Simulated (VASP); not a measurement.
# Ti (I4/mmm) in VASP: further runs, part 2 of 2

VASP 6.6.1. The steps go on from the part before.

## 3. Single point, LDA

Contents of INCAR:

```
SYSTEM = Ti
ALGO = Fast ; EDIFF = 1E-6
ENCUT = 520 ; ISIF = 2
ISMEAR = 0 ; LASPH = .True.
LCHARG = .True. ; LELF = .True.
LREAL = .False. ; LVHAR = .True.
LWAVE = .False. ; NBANDS = 12
NELM = 60 ; PREC = Accurate
SIGMA = 0.15
```

Contents of KPOINTS:

```
k-points
0
Gamma
  22 22 22
  0 0 0
```

Contents of POSCAR:

```
Ti
1.0
   -1.6872494890      1.6872494890      1.5522695298
    1.6872494890     -1.6872494890      1.5522695298
    1.6872494890      1.6872494890     -1.5522695298
Ti
1
Direct
    0.0000000000      0.0000000000      0.0000000000
```

Potentials or basis: VASP PAW LDA potentials, release 64 (Ti_sv).

Command:

```bash
> cat potpaw_LDA.64/Ti_sv/POTCAR > POTCAR
> mpirun -np 1 vasp_std > vasp.out
```

Wall time 2.1 min (1 thread of Intel Xeon 6975P-C (Granite Rapids), shared host); peak memory 0.27 GiB.

Results (log left out):

* Free energy: -8.4135 eV
* Pressure: -10.8 GPa
* Band gap on the k mesh: zero (band 6 reaches 8.55 eV, above the bottom of band 7 at 7.09 eV)

Stress tensor (GPa, compression positive):
```
-10.00   0.00   0.00
  0.00 -10.00   0.00
  0.00   0.00 -12.38
```

Levels at points of the mesh, in eV from the Fermi level:
```csv
k point,band 3,band 4,band 5,band 6,band 7,band 8,band 9,band 10
"(0.00, 0.00, 0.00)",-32.14,-32.14,-5.85,0.54,1.14,1.14,2.24,2.95
"(0.50, 0.00, 0.00)",-32.35,-32.17,-2.42,-0.65,1.39,2.62,3.28,4.14
"(0.50, 0.50, 0.00)",-32.32,-32.12,-2.43,0.06,0.82,2.15,2.77,4.07
"(0.50, 0.50, 0.50)",-32.62,-32.52,-2.16,-1.97,3.75,3.75,3.91,7.47
```

## 4. Single point, LDA

Contents of INCAR:

```
SYSTEM = Ti
PREC = Accurate ; ENCUT = 520
EDIFF = 1E-6 ; ISMEAR = 0
SIGMA = 0.15 ; LREAL = .False.
LASPH = .True. ; NELM = 100
ALGO = Fast ; ISIF = 2
LWAVE = .False. ; LCHARG = .False.
NBANDS = 12
```

Contents of KPOINTS:

```
Automatic mesh
0
Gamma
  22 22 22
  0 0 0
```

Contents of POSCAR:

```
Ti
1.0
   -1.5896847914      1.5896847914      1.7486532705
    1.5896847914     -1.5896847914      1.7486532705
    1.5896847914      1.5896847914     -1.7486532705
Ti
1
Direct
    0.0000000000      0.0000000000      0.0000000000
```

Potentials or basis: VASP PAW LDA potentials, release 64 (Ti_sv).

Command:

```bash
> cat potpaw_LDA.64/Ti_sv/POTCAR > POTCAR
> mpirun -np 1 vasp_std > vasp.out
```

OUTCAR:

```text
SYSTEM = Ti
   PREC = Accurate
   ENCUT = 520
   EDIFF = 1E-6
   ISMEAR = 0
   LREAL = .False.
   LASPH = .True.
   NELM = 100
   ISIF = 2

 ion  position               nearest neighbor table
   1  0.000  0.000  0.000-

  LATTYP: Found a body centered tetragonal cell.
 ALAT       =     3.1793695828
 C/A-ratio  =     1.1000000000

  Lattice vectors:

 A1 = (  -1.5896847914,   1.5896847914,   1.7486532705)
 A2 = (   1.5896847914,  -1.5896847914,   1.7486532705)
 A3 = (   1.5896847914,   1.5896847914,  -1.7486532705)

Analysis of symmetry for initial positions (statically):
=====================================================================
 Subroutine PRICEL returns:
 Original cell was already a primitive cell.

 Routine SETGRP: Setting up the symmetry group for a
 body centered tetragonal supercell.

 Subroutine GETGRP returns: Found 16 space group operations
 (whereof 16 operations were pure point group operations)
 out of a pool of 16 trial point group operations.

The static configuration has the point symmetry D_4h.

Analysis of symmetry for dynamics (positions and initial velocities):
=====================================================================
[... 162 lines left out ...]
 fundamental gap:      0.0015169858
 Fermi energy:         7.6881551536

 k-point     1 :       0.0000    0.0000    0.0000
  band No.  band energies     occupation
      1     -48.2150      2.00000
      2     -24.4636      2.00000
      3     -24.4636      2.00000
      4     -24.4562      2.00000
      5       1.8275      2.00000
      6       8.4324      0.00000
      7       8.4324      0.00000
      8       9.0339      0.00000
      9       9.9104      0.00000
     10      10.5996      0.00000
     11      24.0800      0.00000
     12      25.6128      0.00000
[... 331 lines left out ...]
 k-point    24 :      -0.4545    0.0455    0.0000
  band No.  band energies     occupation
      1     -48.0933      2.00000
      2     -25.0904      2.00000
      3     -24.6436      2.00000
      4     -24.4672      2.00000
      5       5.2292      2.00000
      6       7.5762      1.70899
      7       8.3393      0.00000
      8       9.8576      0.00000
      9      10.7664      0.00000
     10      11.6232      0.00000
     11      16.5470      0.00000
     12      21.5710      0.00000

 [... further k-points ...]
[... 5 lines left out ...]
  --------------------------------------------------------------------------------------
  -------------------------------------------------------------------------------------
  Total       -1.2394929     -1.2394929     -1.0561458      0.0000000      0.0000000      0.0000000
  in kB     -112.3489136   -112.3489136    -95.7301490      0.0000000      0.0000000      0.0000000
  external PRESSURE =    -106.8093254 kB  Pullay stress =       0.0000000 kB

 VOLUME and BASIS-vectors are now :
 -----------------------------------------------------------------------------
  energy-cutoff  :      520.00
  volume of cell :       17.68
      direct lattice vectors                 reciprocal lattice vectors
    -1.589684791  1.589684791  1.748653270     0.000000000  0.314527762  0.285934329
     1.589684791 -1.589684791  1.748653270     0.314527762  0.000000000  0.285934329
     1.589684791  1.589684791 -1.748653270     0.314527762  0.314527762  0.000000000

 POSITION                                       TOTAL-FORCE (eV/Angst)
 -----------------------------------------------------------------------------------
      0.00000      0.00000      0.00000        -0.000000      0.000000      0.000000
 -----------------------------------------------------------------------------------
    total drift:                                0.000000      0.000000     -0.000000

  FREE ENERGIE OF THE ION-ELECTRON SYSTEM (eV)
  ---------------------------------------------------
  free  energy   TOTEN  =        -8.4121481660 eV

  energy  without entropy=       -8.3843933652  energy(sigma->0) =       -8.39827077
```

Wall time 2 min (1 thread of Intel Xeon 6975P-C (Granite Rapids), shared host); peak memory 0.27 GiB.

Results:

```
Free energy            : -8.4121 eV
Pressure               : -10.7 GPa
Band gap on the k mesh : zero (band 6 reaches 8.59 eV, above the bottom of band 7 at 7.07 eV)
```

Stress tensor (GPa, compression positive):
```
-11.23   0.00   0.00
  0.00 -11.23   0.00
  0.00   0.00  -9.57
```

## 5. Single point, LDA

This run uses another cell than the first one, of the same volume but with other edges.

Contents of INCAR:

```
SYSTEM = Ti
PREC = Accurate ; ENCUT = 520
EDIFF = 1E-6 ; ISMEAR = 0
SIGMA = 0.15 ; LREAL = .FALSE.
LASPH = .TRUE. ; NELM = 80
ALGO = Fast ; ISIF = 2
LWAVE = .FALSE. ; LCHARG = .FALSE.
NBANDS = 12
```

Contents of KPOINTS:

```
Automatic mesh
0
G
  22 22 22
  0 0 0
```

Contents of POSCAR:

```
Ti
1.0
   -1.8943961198      1.8943961198      1.2313574779
    1.8943961198     -1.8943961198      1.2313574779
    1.8943961198      1.8943961198     -1.2313574779
Ti
1
Direct
    0.0000000000      0.0000000000      0.0000000000
```

Command:

```bash
> cat potpaw_LDA.64/Ti_sv/POTCAR > POTCAR
> mpirun -np 1 vasp_std > vasp.out
```

Run time: 2.6 min. Hardware: 1 thread of Intel Xeon 6975P-C (Granite Rapids), shared host; peak memory 0.27 GiB.

It converged, with:

```
Free energy            : -8.2451 eV
Pressure               : -9.2 GPa
Band gap on the k mesh : zero (band 6 reaches 7.99 eV, above the bottom of band 7 at 7.27 eV)
```

Stress tensor (GPa, compression positive):
```
-14.94   0.00   0.00
  0.00 -14.94   0.00
  0.00   0.00   2.33
```

Levels at points of the mesh, in eV from the Fermi level:
```csv
k point,band 3,band 4,band 5,band 6,band 7,band 8,band 9,band 10
"(0.00, 0.00, 0.00)",-32.09,-31.52,-5.66,-0.64,-0.11,3.18,3.18,3.40
"(0.50, 0.00, 0.00)",-32.13,-32.11,-2.17,-1.16,2.48,3.25,3.56,4.52
"(0.50, 0.50, 0.00)",-32.05,-31.58,-2.45,-0.29,0.02,2.05,2.88,4.44
"(0.50, 0.50, 0.50)",-32.54,-31.64,-2.35,-1.80,4.18,4.31,4.31,4.80
```

## 6. Summary

| cell | gap on the mesh (eV) | pressure (GPa) |
| --- | --- | --- |
| a = 2.888 Å, angles 117.3, 117.3, 94.8°, 1 atom | none | -10.4 |
| a = 2.847 Å, angles 107.3, 107.3, 113.9°, 1 atom | none | -10.8 |
| a = 2.848 Å, angles 112.1, 112.1, 104.2°, 1 atom | none | -10.7 |
| a = 2.949 Å, angles 100.0, 100.0, 130.6°, 1 atom | none | -9.2 |

Alike in all rows: task single point; level LDA; potentials or basis VASP PAW LDA potentials, release 64 (Ti_sv); no spin polarisation; k mesh 22 × 22 × 22; cutoff (eV) 520; smearing gaussian 0.15 eV.

Absolute energies hang on the potentials; compare differences alone.
